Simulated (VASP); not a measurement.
Here is a VASP 6.6.1 calculation.

Contents of INCAR:

```
PREC = Accurate
ENCUT = 520
EDIFF = 1E-7
ISMEAR = -1
SIGMA = 0.08
LREAL = False
LASPH = True
NELM = 60
ALGO = Normal
ISIF = 2
LWAVE = False
LCHARG = False
GGA = PE
NBANDS = 16
```

The input KPOINTS:

```
Automatic mesh
0
Gamma
  11 11 9
```

Contents of POSCAR:

```
TiB2
1.0
    2.7503831183      0.0000000000      0.0000000000
   -1.3751915591      2.3819016506      0.0000000000
    0.0000000000      0.0000000000      2.8214042360
Ti B
1 2
Direct
    0.0000000000      0.0000000000      0.0000000000
    0.3333333333      0.6666666667      0.5000000000
    0.6666666667      0.3333333333      0.5000000000
```

Potentials or basis: VASP PAW PBE potentials, release 64 (Ti_sv, B).

The run is started by

```sh
$ cat potpaw_PBE.64/Ti_sv/POTCAR potpaw_PBE.64/B/POTCAR > POTCAR
$ mpirun -np 1 vasp_std > vasp.out
```

Q: Predict the pressure.

A: 154.9 GPa.

Q: What does it give for the band gap on the k mesh?

A: Zero (band 9 reaches 14.67 eV, above the bottom of band 10 at 13.44 eV).

Stress tensor (GPa, compression positive):
```
154.99   0.00   0.00
  0.00 154.99   0.00
  0.00   0.00 154.58
```
